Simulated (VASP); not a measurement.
# TiAl3 (I4/mmm) in VASP: relaxation of shape and atoms at fixed volume with PBE

Aim: the relaxation of shape and atoms at fixed volume of TiAl3 with PBE.

Everything below comes from runs of VASP 6.6.1. Logs are shortened: lines on timing, memory, paths and dates and some standing lists are left out, and cuts for length are marked.

## Step 1: The cell of the first run

It takes space group I4/mmm (No. 139, tetragonal). Conventional cell: a = 3.967 Å, b = 3.967 Å, c = 8.913 Å, α = 90.00°, β = 90.00°, γ = 90.00°. Ti (site symmetry 4/mmm) has 12 Al at 2.81 to 2.98 Å within 3.7 Å. Al (site symmetry 4/mmm) has 4 Ti at 2.81 Å and 8 Al at 2.98 Å within 3.7 Å. Al (site symmetry -4m2) has 8 Al at 2.81 to 2.98 Å and 4 Ti at 2.98 Å within 3.7 Å.

## Step 2: Relaxation of shape and atoms at fixed volume, PBE (17.53 Å³/atom)

The input, INCAR:

```
SYSTEM = TiAl3
PREC = Accurate ; ENCUT = 600
EDIFF = 1E-6 ; ISMEAR = 0
SIGMA = 0.1 ; LREAL = .FALSE.
LASPH = .TRUE. ; NELM = 100
ALGO = Fast ; ISIF = 4
LWAVE = .FALSE. ; LCHARG = .FALSE.
GGA = PE ; IBRION = 2
NSW = 50 ; EDIFFG = -0.01
```

The input, KPOINTS:

```
regular mesh
0
G
  16 16 16
  0 0 0
```

The input, POSCAR:

```
TiAl3
1.0
   -1.9834726407      1.9834726407      4.4562557342
    1.9834726407     -1.9834726407      4.4562557342
    1.9834726407      1.9834726407     -4.4562557342
Ti Al
1 3
Direct
    0.0000000000      0.0000000000      0.0000000000
    0.5000000000      0.5000000000      0.0000000000
    0.7500000000      0.2500000000      0.5000000000
    0.2500000000      0.7500000000      0.5000000000
```

Potentials or basis: VASP PAW PBE potentials, release 64 (Ti_sv, Al).

Command:

```sh
> cat potpaw_PBE.64/Ti_sv/POTCAR potpaw_PBE.64/Al/POTCAR > POTCAR
> mpirun -np 1 vasp_std > vasp.out
```

OUTCAR:

```text
SYSTEM = TiAl3
   PREC = Accurate
   ENCUT = 600
   EDIFF = 1E-6
   ISMEAR = 0
   LREAL = .FALSE.
   LASPH = .TRUE.
   NELM = 100
   ISIF = 4
   GGA = PE
   IBRION = 2
   NSW = 50
   EDIFFG = -0.01

 ion  position               nearest neighbor table
   1  0.000  0.000  0.000-   2 2.81   2 2.81   2 2.81   2 2.81   4 2.98   3 2.98   4 2.98   4 2.98
                             3 2.98   3 2.98   4 2.98   3 2.98
   2  0.500  0.500  0.000-   1 2.81   1 2.81   1 2.81   1 2.81   4 2.98   3 2.98   4 2.98   3 2.98
                             4 2.98   4 2.98   3 2.98   3 2.98
   3  0.750  0.250  0.500-   4 2.81   4 2.81   4 2.81   4 2.81   2 2.98   1 2.98   2 2.98   1 2.98
                             2 2.98   2 2.98   1 2.98   1 2.98
   4  0.250  0.750  0.500-   3 2.81   3 2.81   3 2.81   3 2.81   2 2.98   1 2.98   2 2.98   2 2.98
                             1 2.98   1 2.98   2 2.98   1 2.98

  LATTYP: Found a body centered tetragonal cell.
 ALAT       =     3.9669452814
 C/A-ratio  =     2.2466938251

  Lattice vectors:

 A1 = (  -1.9834726407,   1.9834726407,   4.4562557342)
 A2 = (   1.9834726407,  -1.9834726407,   4.4562557342)
 A3 = (   1.9834726407,   1.9834726407,  -4.4562557342)

Analysis of symmetry for initial positions (statically):
=====================================================================
 Subroutine PRICEL returns:
 Original cell was already a primitive cell.

 Routine SETGRP: Setting up the symmetry group for a
 body centered tetragonal supercell.

 Subroutine GETGRP returns: Found 16 space group operations
 (whereof 16 operations were pure point group operations)
 out of a pool of 16 trial point group operations.

The static configuration has the point symmetry D_4h.

Analysis of symmetry for dynamics (positions and initial velocities):
=====================================================================
 Subroutine PRICEL returns:
 Original cell was already a primitive cell.

 Routine SETGRP: Setting up the symmetry group for a
 body centered tetragonal supercell.

 Subroutine GETGRP returns: Found 16 space group operations
 (whereof 16 operations were pure point group operations)
 out of a pool of 16 trial point group operations.

The dynamic configuration has the point symmetry D_4h.

 Subroutine INISYM returns: Found 16 space group operations
 (whereof 16 operations are pure point group operations),
 and found     1 'primitive' translations

----------------------------------------------------------------------------------------

                                     Primitive cell

  volume of cell :      70.1266

  direct lattice vectors                    reciprocal lattice vectors
    -1.983472641  1.983472641  4.456255734     0.000000000  0.252083134  0.112201819
     1.983472641 -1.983472641  4.456255734     0.252083134  0.000000000  0.112201819
     1.983472641  1.983472641 -4.456255734     0.252083134  0.252083134  0.000000000

  length of vectors
     5.265599928  5.265599928  5.265599928     0.275925995  0.275925995  0.356499387

  position of ions in fractional coordinates (direct lattice)
     0.000000000  0.000000000  0.000000000
     0.500000000  0.500000000  0.000000000
     0.750000000  0.250000000  0.500000000
     0.250000000  0.750000000  0.500000000

  ion indices of the primitive-cell ions
   primitive index   ion index
                 1           1
                 2           2
                 3           3
                 4           4

----------------------------------------------------------------------------------------

 KPOINTS: regular mesh

Automatic generation of k-mesh.
 Grid dimensions read from file:
 generate k-points for:   16   16   16

 Generating k-lattice:

[... 77 lines left out ...]
   EFERMI_NEDOS =   21; number of points for ismear=-14 and -15
   IALGO  =     68    algorithm
   IMIX   =      4    mixing-type and parameters
     AMIX     =   0.40;   BMIX     =  1.00
     AMIX_MAG =   1.60;   BMIX_MAG =  1.00
  volume/ion in A,a.u.               =      17.53       118.31
  Fermi-wavevector in a.u.,A,eV,Ry     =   1.095268  2.069757 16.321714  1.199612
  Thomas-Fermi vector in A             =   2.231588
   LORBIT       =      0    0 simple, 1 ext, 2 COOP (PROOUT), +10 PAW based schemes
   GGA     = PE    functional components
   LHFCALC =     F    Hartree Fock is set to
   AEXX    =    0.0000 exact exchange contribution
   IVDW    =     0    specifies the selected vdW correction
   LEPSILON=     F    determine dielectric tensor
   LRPA    =     F    only Hartree local field effects (RPA)
 conjugate gradient relaxation of ions
 non-spin polarized calculation
 RMM-DIIS sequential band-by-band and
 Gauss-broadening in eV      SIGMA  =   0.10
  energy-cutoff  :      600.00
  volume of cell :       70.13
 maximum number of plane-waves:      2377
   NGX = 21   NGY = 21   NGZ = 21

--------------------------------------- Ionic step        1  -------------------------------------------

 number of electron      21.0000000 magnetization

 Free energy of the ion-electron system (eV)
  ---------------------------------------------------
  ext. energy  EPLUGINS =         0.00000000
  ---------------------------------------------------
  free energy    TOTEN  =       -20.48695402 eV

  energy without entropy =      -20.47745276  energy(sigma->0) =      -20.48220339

------------------------ aborting loop because EDIFF is reached ----------------------------------------

  FORCE on cell =-STRESS in cart. coord.  units (eV):
  Direction    XX          YY          ZZ          XY          YZ          ZX
  --------------------------------------------------------------------------------------
  -------------------------------------------------------------------------------------
  Total       -3.8237734     -3.8237734     -3.7425659      0.0000000      0.0000000      0.0000000
  in kB      -87.3615250    -87.3615250    -85.5061822      0.0000000      0.0000000      0.0000000
  external PRESSURE =     -86.7430774 kB  Pullay stress =       0.0000000 kB

 VOLUME and BASIS-vectors are now :
 -----------------------------------------------------------------------------
  energy-cutoff  :      600.00
  volume of cell :       70.13
      direct lattice vectors                 reciprocal lattice vectors
    -1.983472641  1.983472641  4.456255734     0.000000000  0.252083134  0.112201819
     1.983472641 -1.983472641  4.456255734     0.252083134  0.000000000  0.112201819
     1.983472641  1.983472641 -4.456255734     0.252083134  0.252083134  0.000000000

 POSITION                                       TOTAL-FORCE (eV/Angst)
 -----------------------------------------------------------------------------------
      0.00000      0.00000      0.00000        -0.000000      0.000000      0.000000
      0.00000      0.00000      4.45626        -0.000000      0.000000      0.000000
      0.00000      1.98347      2.22813        -0.000000     -0.000000     -0.000000
      1.98347      0.00000      2.22813         0.000000      0.000000      0.000000
 -----------------------------------------------------------------------------------
    total drift:                               -0.000000     -0.000000      0.000000

  FREE ENERGIE OF THE ION-ELECTRON SYSTEM (eV)
  ---------------------------------------------------
  free  energy   TOTEN  =       -20.4869540214 eV

  energy  without entropy=      -20.4774527562  energy(sigma->0) =      -20.48220339

--------------------------------------- Ionic step        2  -------------------------------------------

 number of electron      21.0000000 magnetization

 Free energy of the ion-electron system (eV)
  ---------------------------------------------------
  ext. energy  EPLUGINS =         0.00000000
  ---------------------------------------------------
  free energy    TOTEN  =       -20.48700114 eV

  energy without entropy =      -20.47752498  energy(sigma->0) =      -20.48226306

 E-fermi :   7.2504     XC(G=0): -10.3438

 val. band max:        7.2387440663   @ k =  -0.3750  -0.3750   0.1875
 cond. band min:       7.2504083088   @ k =   0.3750   0.1875   0.0000
 fundamental gap:      0.0116642425
 Fermi energy:         7.2503991742

 k-point     1 :       0.0000    0.0000    0.0000
  band No.  band energies     occupation
      1     -49.5154      2.00000
      2     -25.8066      2.00000
      3     -25.8066      2.00000
      4     -25.7320      2.00000
      5      -2.2854      2.00000
      6       4.4357      2.00000
      7       4.7595      2.00000
      8       6.0584      2.00000
      9       6.1433      2.00000
     10       6.1433      2.00000
     11       7.9850      0.00000
     12       8.8024      0.00000
     13       8.8024      0.00000
     14       9.0203      0.00000
[... 377 lines left out ...]
      1     -49.5153      2.00000
      2     -25.8072      2.00000
      3     -25.8071      2.00000
      4     -25.7319      2.00000
      5      -2.2102      2.00000
      6       4.4983      2.00000
      7       4.7339      2.00000
      8       5.8639      2.00000
      9       5.9618      2.00000
     10       6.1164      2.00000
     11       7.6400      0.00000
     12       8.8820      0.00000
     13       8.9109      0.00000
     14       9.2645      0.00000

 [... further k-points ...]
[... 5 lines left out ...]
  --------------------------------------------------------------------------------------
  -------------------------------------------------------------------------------------
  Total       -3.6494049     -3.6494049     -3.6075963      0.0000000      0.0000000      0.0000000
  in kB      -83.3777373    -83.3777373    -82.4225401      0.0000000      0.0000000      0.0000000
  external PRESSURE =     -83.0593382 kB  Pullay stress =       0.0000000 kB

 VOLUME and BASIS-vectors are now :
 -----------------------------------------------------------------------------
  energy-cutoff  :      600.00
  volume of cell :       70.13
      direct lattice vectors                 reciprocal lattice vectors
    -1.982825304  1.982825304  4.459165896     0.000000000  0.252165432  0.112128593
     1.982825304 -1.982825304  4.459165896     0.252165432  0.000000000  0.112128593
     1.982825304  1.982825304 -4.459165896     0.252165432  0.252165432  0.000000000

 POSITION                                       TOTAL-FORCE (eV/Angst)
 -----------------------------------------------------------------------------------
     -0.00000      0.00000      0.00000         0.000000     -0.000000     -0.000000
      0.00000      0.00000      4.45917         0.000000     -0.000000     -0.000000
     -0.00000      1.98283      2.22958        -0.000000      0.000000     -0.000000
      1.98283     -0.00000      2.22958         0.000000      0.000000      0.000000
 -----------------------------------------------------------------------------------
    total drift:                               -0.000000     -0.000000     -0.000000

  FREE ENERGIE OF THE ION-ELECTRON SYSTEM (eV)
  ---------------------------------------------------
  free  energy   TOTEN  =       -20.4870011409 eV

  energy  without entropy=      -20.4775249758  energy(sigma->0) =      -20.48226306

 reached required accuracy - stopping structural energy minimisation
```

Run time: 23 min. Hardware: 1 thread of AMD EPYC 9R45 (Zen 5), shared host; peak memory 0.59 GiB.

Results:

```
Free energy               : -20.4870 eV
Energy gained by relaxing : 0.0 meV/atom
Ionic steps               : 2
Pressure after relaxing   : -8.3 GPa
Band gap on the k mesh    : zero (an odd number of electrons rules out a gap without spin polarisation)
```

Stress tensor (GPa, compression positive):
```
-8.34  0.00  0.00
 0.00 -8.34  0.00
 0.00  0.00 -8.24
```

Final structure:
```
Ti Al
1.0
    -1.98283    1.98283    4.45917
     1.98283   -1.98283    4.45917
     1.98283    1.98283   -4.45917
Ti Al
1 3
Direct
  0.00000 0.00000 0.00000
  0.50000 0.50000 0.00000
  0.75000 0.25000 0.50000
  0.25000 0.75000 0.50000
```
